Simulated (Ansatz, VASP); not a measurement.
**One calculation of SiO2, two programs**

Contents of INCAR:

```
SYSTEM = SiO2
PREC = Accurate
ENCUT = 520
EDIFF = 1E-6
ISMEAR = 0
SIGMA = 0.05
LREAL = .FALSE.
LASPH = .TRUE.
NELM = 80
ALGO = Normal
ISIF = 2
LWAVE = .FALSE.
LCHARG = .TRUE.
GGA = PE
LELF = .TRUE.
LVHAR = .TRUE.
NBANDS = 25
```

KPOINTS

```
regular mesh
0
G
  6 6 8
  0 0 0
```

File POSCAR:

```
SiO2
1.0
    4.2358788266      0.0000000000      0.0000000000
    0.0000000000      4.1371828499      0.0000000000
    0.0000000000      0.0000000000      2.6897743046
Si O
2 4
Direct
    0.5000000000      0.5000000000      0.5000000000
    0.0000000000      0.0000000000      0.0000000000
    0.7209573303      0.6650682551      0.0000000000
    0.2209573303      0.8349317449      0.5000000000
    0.2790426697      0.3349317449      0.0000000000
    0.7790426697      0.1650682551      0.5000000000
```

Input for Ansatz:

```yaml
crystal:
  lattice:
    - [4.2358788266, 0.0, 0.0]
    - [0.0, 4.1371828499, 0.0]
    - [0.0, 0.0, 2.6897743046]
  atoms:
    - { symbol: Si, position: [0.5, 0.5, 0.5] }
    - { symbol: Si, position: [0.0, 0.0, 0.0] }
    - { symbol: O, position: [0.7209573303, 0.6650682551, 0.0] }
    - { symbol: O, position: [0.2209573303, 0.8349317449, 0.5] }
    - { symbol: O, position: [0.2790426697, 0.3349317449, 0.0] }
    - { symbol: O, position: [0.7790426697, 0.1650682551, 0.5] }
basis:
  ecutwfc: 520.0
kpoints:
  mp_grid: { grid: [6, 6, 8] }
hamiltonian:
  xc: pbe
  pseudopotentials: { kind: paw, azcp: { folder: soft_1 } }
scf:
  occupations: { method: gaussian, width: 0.05 }
output:
  forces: true
  stress: true
  eigenvalues: true
```

Change from the starting cell: mode 4 frozen in at +0.167 Å, normal strain along y -0.0233.

Alike in both runs: task single point; functional PBE; k mesh 6 × 6 × 8; occupations gaussian, width 0.05 eV; no spin polarisation.

|  | VASP | Ansatz |
| --- | --- | --- |
| version | VASP 6.6.1 | Ansatz 0.2.0 |
| potentials or method | VASP PAW PBE potentials, release 64 (Si, O), cutoff 520 eV | scalar-relativistic, plane waves, PAW |
| valence electrons in the cell | 32 | 32 |

|  | VASP | Ansatz | Ansatz less VASP |
| --- | --- | --- | --- |
| gap on the k mesh at the Fermi level (eV) | 5.40 | 5.42 | +0.022 |
| least direct gap on the mesh (eV) | 5.40 | 5.42 | +0.022 |
| pressure (GPa) | 4.8 | 4.5 | -0.27 |
| traceless stress, the component that is largest in VASP (GPa) | 11.69 | 11.95 | +0.254 |
| rms of the force components (eV/Å) | 0.295 | 0.293 | -0.0017 |

Atom by atom the forces differ by 0.008 eV/Å (rms over components). The functional is the same, so the differences come from potentials, cutoffs and numerics.
